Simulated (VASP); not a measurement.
# PbS (Cmcm) in VASP: further runs

Runs on PbS. Level: PBEsol. Tasks: single point.

Program: VASP 6.6.1. These are calculated values, not measurements. Logs are shortened: lines on timing, memory, paths and dates and some standing lists are left out, and cuts for length are marked.

## 1. The cell of the first run

It takes space group Cmcm (No. 63, orthorhombic). The conventional cell has a = 4.046 Å, b = 11.654 Å, c = 4.162 Å, α = 90.00°, β = 90.00°, γ = 90.00°. Pb (site symmetry m2m) has 5 S at 2.61 to 2.91 Å within 3.4 Å. Within 3.4 Å of S (site symmetry m2m) lie 5 Pb at 2.61 to 2.91 Å.

## 2. Single point, PBEsol

Input file INCAR:

```
SYSTEM = PbS
PREC = Accurate
ENCUT = 520
EDIFF = 1E-6
ISMEAR = 0
SIGMA = 0.01
LREAL = .False.
LASPH = .True.
NELM = 80
ALGO = Normal
ISIF = 2
LWAVE = .False.
LCHARG = .False.
GGA = PS
NBANDS = 28
```

Input file KPOINTS:

```
Automatic mesh
0
Gamma
  6 6 6
  0 0 0
```

Input file POSCAR:

```
PbS
1.0
    2.0229387454     -5.8270683806      0.0000000000
    2.0229387454      5.8270683806      0.0000000000
    0.0000000000      0.0000000000      4.1620197300
Pb S
2 2
Direct
    0.8694366500      0.1305633500      0.7500000000
    0.1305633500      0.8694366500      0.2500000000
    0.6452029100      0.3547970900      0.7500000000
    0.3547970900      0.6452029100      0.2500000000
```

Potentials or basis: VASP PAW PBE potentials, release 64 (Pb_d, S).

Command:

```console
$ cat potpaw_PBE.64/Pb_d/POTCAR potpaw_PBE.64/S/POTCAR > POTCAR
$ mpirun -np 1 vasp_std > vasp.out
```

OUTCAR:

```text
SYSTEM = PbS
   PREC = Accurate
   ENCUT = 520
   EDIFF = 1E-6
   ISMEAR = 0
   LREAL = .False.
   LASPH = .True.
   NELM = 80
   ISIF = 2
   GGA = PS

 ion  position               nearest neighbor table
   1  0.869  0.131  0.750-   3 2.61   4 2.91   4 2.91   4 2.91   4 2.91   2 3.69   2 3.69   2 4.02
                             2 4.02   2 4.02   2 4.02
   2  0.131  0.869  0.250-   4 2.61   3 2.91   3 2.91   3 2.91   3 2.91   1 3.69   1 3.69   1 4.02
                             1 4.02   1 4.02   1 4.02
   3  0.645  0.355  0.750-   1 2.61   2 2.91   2 2.91   2 2.91   2 2.91
   4  0.355  0.645  0.250-   2 2.61   1 2.91   1 2.91   1 2.91   1 2.91

  LATTYP: Found a base centered orthorhombic cell.
 ALAT       =     4.0458774908
 B/A-ratio  =     2.8804967001
 C/A-ratio  =     1.0287063164

  Lattice vectors:

 A1 = (   2.0229387454,  -5.8270683806,   0.0000000000)
 A2 = (   2.0229387454,   5.8270683806,   0.0000000000)
 A3 = (   0.0000000000,   0.0000000000,   4.1620197300)

Analysis of symmetry for initial positions (statically):
=====================================================================
 Subroutine PRICEL returns:
 Original cell was already a primitive cell.

 Routine SETGRP: Setting up the symmetry group for a
 base centered orthorhombic supercell.

 Subroutine GETGRP returns: Found  8 space group operations
 (whereof  4 operations were pure point group operations)
 out of a pool of  8 trial point group operations.

The static configuration has the point symmetry C_2h.
 The point group associated with its full space group is D_2h.

Analysis of symmetry for dynamics (positions and initial velocities):
=====================================================================
 Subroutine PRICEL returns:
 Original cell was already a primitive cell.

 Routine SETGRP: Setting up the symmetry group for a
 base centered orthorhombic supercell.

 Subroutine GETGRP returns: Found  8 space group operations
 (whereof  4 operations were pure point group operations)
 out of a pool of  8 trial point group operations.

The dynamic configuration has the point symmetry C_2h.
 The point group associated with its full space group is D_2h.

 Subroutine INISYM returns: Found  8 space group operations
 (whereof  4 operations are pure point group operations),
 and found     1 'primitive' translations

----------------------------------------------------------------------------------------

                                     Primitive cell

  volume of cell :      98.1221

  direct lattice vectors                    reciprocal lattice vectors
     2.022938745 -5.827068381  0.000000000     0.247165171 -0.085806441  0.000000000
     2.022938745  5.827068381  0.000000000     0.247165171  0.085806441  0.000000000
     0.000000000  0.000000000  4.162019730     0.000000000  0.000000000  0.240267962

  length of vectors
     6.168225602  6.168225602  4.162019730     0.261635943  0.261635943  0.240267962

  position of ions in fractional coordinates (direct lattice)
     0.869436650  0.130563350  0.750000000
     0.130563350  0.869436650  0.250000000
     0.645202910  0.354797090  0.750000000
     0.354797090  0.645202910  0.250000000

  ion indices of the primitive-cell ions
   primitive index   ion index
                 1           1
                 2           2
                 3           3
                 4           4

----------------------------------------------------------------------------------------

 KPOINTS: Automatic mesh

Automatic generation of k-mesh.
 Grid dimensions read from file:
 generate k-points for:    6    6    6

 Generating k-lattice:

  Cartesian coordinates                     Fractional coordinates (reciprocal lattice)
     0.041194195 -0.014301074  0.000000000     0.166666667 -0.000000000  0.000000000
     0.041194195  0.014301074  0.000000000    -0.000000000  0.166666667  0.000000000
     0.000000000  0.000000000  0.040044660     0.000000000  0.000000000  0.166666667

  Length of vectors
     0.043605991  0.043605991  0.040044660

  Shift w.r.t. Gamma in fractional coordinates (k-lattice)
     0.000000000  0.000000000  0.000000000

 Subroutine IBZKPT returns following result:
 ===========================================

 Found     52 irreducible k-points:

 Following reciprocal coordinates:
            Coordinates               Weight
  0.000000  0.000000  0.000000      1.000000
  0.166667 -0.000000  0.000000      4.000000
  0.333333 -0.000000  0.000000      4.000000
  0.500000 -0.000000  0.000000      2.000000
  0.166667  0.166667  0.000000      2.000000
  0.333333  0.166667  0.000000      4.000000
[... 16 lines left out ...]
  0.333333  0.333333  0.166667      4.000000
  0.500000  0.333333  0.166667      8.000000
 [... further k-points ...]
   k-points           NKPTS =     52   k-points in BZ     NKDIM =     52   number of bands    NBANDS=     28
   number of dos      NEDOS =    301   number of ions     NIONS =      4
   total plane-waves  NPLWV =  73728
   dimension x,y,z NGX =    48 NGY =   48 NGZ =   32
   dimension x,y,z NGXF=    96 NGYF=   96 NGZF=   64
   ions per type =               2   2
   NGX,Y,Z   is equivalent  to a cutoff of  12.94, 12.94, 12.78 a.u.
   NGXF,Y,Z  is equivalent  to a cutoff of  25.87, 25.87, 25.56 a.u.
 SYSTEM =  PbS
   PREC   = accura    normal or accurate (medium, high low for compatibility)
   ISTART =      0    job   : 0-new  1-cont  2-samecut
   ICHARG =      2    charge: 1-file 2-atom 10-const
   ISPIN  =      1    spin polarized calculation?
   LNONCOLLINEAR =      F non collinear calculations
   LSORBIT =      F    spin-orbit coupling
   LASPH  =      T    aspherical Exc in radial PAW
   ENCUT  =  520.0 eV  38.22 Ry    6.18 a.u.  11.47 11.47  7.74*2*pi/ulx,y,z
   NELM   =     80;   NELMIN=  2; NELMDL= -5     # of ELM steps
   EDIFF  = 0.1E-05   stopping-criterion for ELM
   LREAL  =      F    real-space projection
   EDIFFG = 0.1E-04   stopping-criterion for IOM
   NSW    =      0    number of steps for IOM
   IBRION =     -1    ionic relax: 0-MD 1-quasi-New 2-CG
   NFREE  =      0    steps in history (QN), initial steepest desc. (CG)
   ISIF   =      2    stress and relaxation
   ISYM   =      2    0-nonsym 1-usesym 2-fastsym
   POTIM  = 0.5000    time-step for ionic-motion
   TEBEG  =    0.0;   TEEND  =   0.0 temperature during run
   PSTRESS=    0.0 pullay stress
   NELECT =      40.0000    total number of electrons
   NUPDOWN=      -1.0000    fix difference up-down
   EMIN   =  10.00;   EMAX   =-10.00  energy-range for DOS
   EFERMI =   0.00;   METHOD = LEGACY
   ISMEAR =     0;   SIGMA  =   0.01  broadening in eV -4-tet -1-fermi 0-gaus
   EFERMI_NEDOS =   21; number of points for ismear=-14 and -15
   IALGO  =     38    algorithm
   IMIX   =      4    mixing-type and parameters
     AMIX     =   0.40;   BMIX     =  1.00
     AMIX_MAG =   1.60;   BMIX_MAG =  1.00
  volume/ion in A,a.u.               =      24.53       165.54
  Fermi-wavevector in a.u.,A,eV,Ry     =   1.213871  2.293883 20.047948  1.473483
  Thomas-Fermi vector in A             =   2.349309
   LORBIT       =      0    0 simple, 1 ext, 2 COOP (PROOUT), +10 PAW based schemes
   GGA     = PS    functional components
   LHFCALC =     F    Hartree Fock is set to
   AEXX    =    0.0000 exact exchange contribution
   IVDW    =     0    specifies the selected vdW correction
   LEPSILON=     F    determine dielectric tensor
   LRPA    =     F    only Hartree local field effects (RPA)
 non-spin polarized calculation
 Gauss-broadening in eV      SIGMA  =   0.01
  energy-cutoff  :      520.00
  volume of cell :       98.12
 maximum number of plane-waves:      2662
 NGX is ok and might be reduce to    48
   NGX = 23   NGY = 23   NGZ = 15

 number of electron      39.9999997 magnetization

 Free energy of the ion-electron system (eV)
  ---------------------------------------------------
  ext. energy  EPLUGINS =         0.00000000
  ---------------------------------------------------
  free energy    TOTEN  =       -18.72252544 eV

  energy without entropy =      -18.72252544  energy(sigma->0) =      -18.72252544

 E-fermi :   5.9658     XC(G=0): -10.1762

 val. band max:        5.8557309013   @ k =   0.5000   0.5000   0.3333
 cond. band min:       6.7814754688   @ k =   0.5000   0.5000   0.0000
 fundamental gap:      0.9257445675
 Fermi energy:         5.9658136497

 k-point     1 :       0.0000    0.0000    0.0000
  band No.  band energies     occupation
      1     -10.6730      2.00000
      2     -10.5020      2.00000
      3     -10.4852      2.00000
      4     -10.4847      2.00000
      5     -10.4419      2.00000
      6     -10.4351      2.00000
[... 20 lines left out ...]
     27      12.1845      0.00000
     28      12.6884      0.00000

 k-point     2 :       0.1667   -0.0000    0.0000
  band No.  band energies     occupation
      1     -10.6477      2.00000
      2     -10.4942      2.00000
      3     -10.4832      2.00000
      4     -10.4668      2.00000
      5     -10.4475      2.00000
      6     -10.4440      2.00000
[... 20 lines left out ...]
     27      12.2837      0.00000
     28      13.1726      0.00000

 k-point     3 :       0.3333   -0.0000    0.0000
  band No.  band energies     occupation
      1     -10.5898      2.00000
      2     -10.4963      2.00000
      3     -10.4857      2.00000
      4     -10.4730      2.00000
      5     -10.4491      2.00000
      6     -10.4405      2.00000
[... 20 lines left out ...]
     27      13.6389      0.00000
     28      13.6741      0.00000

 k-point     4 :       0.5000   -0.0000    0.0000
  band No.  band energies     occupation
      1     -10.5379      2.00000
      2     -10.5267      2.00000
      3     -10.4892      2.00000
      4     -10.4874      2.00000
      5     -10.4526      2.00000
      6     -10.4369      2.00000
[... 20 lines left out ...]
     27      13.6486      0.00000
     28      14.7852      0.00000

 k-point     5 :       0.1667    0.1667    0.0000
  band No.  band energies     occupation
      1     -10.5934      2.00000
      2     -10.4937      2.00000
      3     -10.4920      2.00000
      4     -10.4655      2.00000
      5     -10.4441      2.00000
      6     -10.4398      2.00000
[... 20 lines left out ...]
     27      13.4480      0.00000
     28      13.5754      0.00000

 k-point     6 :       0.3333    0.1667    0.0000
  band No.  band energies     occupation
      1     -10.5384      2.00000
      2     -10.5262      2.00000
      3     -10.4980      2.00000
      4     -10.4754      2.00000
      5     -10.4513      2.00000
      6     -10.4328      2.00000
[... 463 lines left out ...]
      5     -10.4494      2.00000
      6     -10.4396      2.00000
[... 20 lines left out ...]
     27      13.4358      0.00000
     28      13.7731      0.00000

 k-point    22 :      -0.1667    0.1667    0.1667
  band No.  band energies     occupation
      1     -10.6450      2.00000
      2     -10.5043      2.00000
      3     -10.4847      2.00000
      4     -10.4580      2.00000
      5     -10.4551      2.00000
      6     -10.4382      2.00000
[... 20 lines left out ...]
     27      11.9273      0.00000
     28      13.3892      0.00000

 k-point    23 :       0.3333    0.3333    0.1667
  band No.  band energies     occupation
      1     -10.5919      2.00000
      2     -10.5279      2.00000
      3     -10.4877      2.00000
      4     -10.4625      2.00000
      5     -10.4465      2.00000
      6     -10.4397      2.00000
[... 20 lines left out ...]
     27      12.7320      0.00000
     28      13.6900      0.00000

 k-point    24 :       0.5000    0.3333    0.1667
  band No.  band energies     occupation
      1     -10.6236      2.00000
      2     -10.4940      2.00000
      3     -10.4729      2.00000
      4     -10.4645      2.00000
      5     -10.4442      2.00000
      6     -10.4408      2.00000
[... 20 lines left out ...]
     27      13.0356      0.00000
     28      13.6915      0.00000

 [... further k-points ...]

------------------------ aborting loop because EDIFF is reached ----------------------------------------

  FORCE on cell =-STRESS in cart. coord.  units (eV):
  Direction    XX          YY          ZZ          XY          YZ          ZX
  --------------------------------------------------------------------------------------
  -------------------------------------------------------------------------------------
  Total        1.8762305      2.0782973      1.7555494      0.0000000      0.0000000      0.0000000
  in kB       30.6358409     33.9352668     28.6653119      0.0000000      0.0000000      0.0000000
  external PRESSURE =      31.0788066 kB  Pullay stress =       0.0000000 kB

 VOLUME and BASIS-vectors are now :
 -----------------------------------------------------------------------------
  energy-cutoff  :      520.00
  volume of cell :       98.12
      direct lattice vectors                 reciprocal lattice vectors
     2.022938745 -5.827068381  0.000000000     0.247165171 -0.085806441  0.000000000
     2.022938745  5.827068381  0.000000000     0.247165171  0.085806441  0.000000000
     0.000000000  0.000000000  4.162019730     0.000000000  0.000000000  0.240267962

 POSITION                                       TOTAL-FORCE (eV/Angst)
 -----------------------------------------------------------------------------------
      2.02294     -4.30547      3.12151         0.000000     -0.521987     -0.000000
      2.02294      4.30547      1.04050         0.000000      0.521987      0.000000
      2.02294     -1.69221      3.12151         0.000000      0.377723      0.000000
      2.02294      1.69221      1.04050         0.000000     -0.377723      0.000000
 -----------------------------------------------------------------------------------
    total drift:                               -0.000000     -0.000000      0.000000

  FREE ENERGIE OF THE ION-ELECTRON SYSTEM (eV)
  ---------------------------------------------------
  free  energy   TOTEN  =       -18.7225254443 eV

  energy  without entropy=      -18.7225254443  energy(sigma->0) =      -18.72252544
```

It took 77 s on 1 thread of AMD EPYC 9R45 (Zen 5), shared host; peak memory 0.28 GiB.

What came out:

```yaml
Free_energy: -18.7225 eV
Pressure: 3.1 GPa
Largest_force: 0.522 eV/Å
Band_gap_on_the_k_mesh: 0.93 eV (least direct gap 1.20 eV)
```

Forces on the atoms (eV/Å):
```
Pb   0.000 -0.522  0.000
Pb   0.000  0.522  0.000
S    0.000  0.378  0.000
S    0.000 -0.378  0.000
```

Caveat: the cell stands under pressure; the PAW data sets were made with another functional, which shifts forces and pressure a little; spin-orbit coupling is left out, which moves the levels of the heavy elements. A k mesh can miss the band edges.

(Part 1 of 2 ends here.)
